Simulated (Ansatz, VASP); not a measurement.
# One calculation of Cd2TeSe5, two programs

```
Cd Te Se
1.0
     5.11468   -4.90089    0.00000
     5.11468    4.90089    0.00000
     0.00000    0.00000    4.58609
Cd Te Se
2 1 5
Direct
  0.50000 0.00000 0.96037
  0.00000 0.50000 0.96037
  0.00000 0.00000 0.83872
  0.50000 0.50000 0.44317
  0.71646 0.71646 0.67862
  0.28354 0.28354 0.67862
  0.21269 0.78731 0.19007
  0.78731 0.21269 0.19007
```

Alike in both runs: functional PBE; k mesh 2 × 2 × 3; occupations gaussian, width 0.15 eV; no spin polarisation.

Ansatz relaxed the structure, and its values are those at the end. VASP's run is a single point on that final structure, the one shown.

|  | VASP | Ansatz |
| --- | --- | --- |
| version | VASP 6.6.1 | Ansatz 0.2.0 |
| potentials or method | VASP PAW PBE potentials, release 64 (Cd, Te, Se), cutoff 500 eV | scalar-relativistic, plane waves, PAW |
| valence electrons in the cell | 60 | 136 |

VASP gave:

- gap on the k mesh at the Fermi level (eV): none
- pressure (GPa): 0.2
- rms of the force components (eV/Å): 0.024

Problem. Estimate Ansatz's values.

Solution. gap on the k mesh at the Fermi level (eV): none; pressure (GPa): 0.1; rms of the force components (eV/Å): 0.029.

A gap of «none» marks a metal or a gap that the smearing closes. VASP's potentials hold 60 valence electrons a cell and Ansatz's 136, so a difference there can come from the potentials and not from the codes.

The k mesh is coarse, so the values compare programs but aren't converged. Spin-orbit coupling is off throughout.
